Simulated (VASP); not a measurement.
Write the native input for VASP 6.6.1 that does the following.

```
Task                    : density of states
Functional              : PBEsol
Potentials or basis     : VASP PAW PBE potentials, release 64 (Ga_d, F)
Cutoff                  : 520 eV
k mesh                  : 5 × 5 × 5
Occupations             : fermi-dirac, width 0.05 eV
Spin                    : no spin polarisation
Dipole correction       : no
k mesh for the DOS      : 8 × 8 × 8
Occupations for the DOS : tetrahedron
Further INCAR settings  : ALGO = Normal; EDIFF = 1e-06; NBANDS = 17
```

GaF:

```
Ga F
1.0
     3.16592    0.00000    0.00000
     0.00000    3.16592    0.00000
     0.00000    0.00000    3.16592
Ga F
1 1
Cartesian
  0.0000 0.0000 0.0000
  1.5830 1.5830 1.5830
```

One way to write it, as run:

POSCAR

```
GaF
1.0
    3.1659200000      0.0000000000      0.0000000000
    0.0000000000      3.1659200000      0.0000000000
    0.0000000000      0.0000000000      3.1659200000
Ga F
1 1
Direct
    0.0000000000      0.0000000000      0.0000000000
    0.5000000000      0.5000000000      0.5000000000
```

INCAR.step1

```
SYSTEM = GaF
PREC = Accurate
ENCUT = 520
EDIFF = 1E-6
ISMEAR = -1
SIGMA = 0.05
LREAL = .FALSE.
LASPH = .TRUE.
NELM = 60
ALGO = Normal
ISIF = 2
LWAVE = .FALSE.
LCHARG = .TRUE.
GGA = PS
NBANDS = 17
```

KPOINTS.step1

```
Automatic mesh
0
G
  5 5 5
  0 0 0
```

INCAR.step2

```
SYSTEM = GaF
PREC = Accurate
ENCUT = 520
EDIFF = 1E-6
ISMEAR = -5
SIGMA = 0.05
LREAL = .FALSE.
LASPH = .TRUE.
NELM = 60
ALGO = Normal
ISIF = 2
LWAVE = .FALSE.
LCHARG = .FALSE.
GGA = PS
LORBIT = 11
NBANDS = 17
NEDOS = 2001
ICHARG = 11
```

KPOINTS.step2

```
Automatic mesh
0
G
  8 8 8
  0 0 0
```

Potentials or basis: VASP PAW PBE potentials, release 64 (Ga_d, F).

Launch:

```sh
$ cat potpaw_PBE.64/Ga_d/POTCAR potpaw_PBE.64/F/POTCAR > POTCAR
$ cp INCAR.step1 INCAR
$ cp KPOINTS.step1 KPOINTS
$ mpirun -np 1 vasp_std > vasp.out
$ cp INCAR.step2 INCAR
$ cp KPOINTS.step2 KPOINTS
$ mpirun -np 1 vasp_std > vasp.out
```

It gave:

```json
{"Valence electrons inside the program's atomic spheres": "Ga 11.34; F 6.00"}
```

Run time: 12 s on 1 thread of Intel(R) Xeon(R) Platinum 8259CL CPU @ 2.50GHz (Skylake/Cascade Lake) (shared host), peak memory 0.14 GiB.
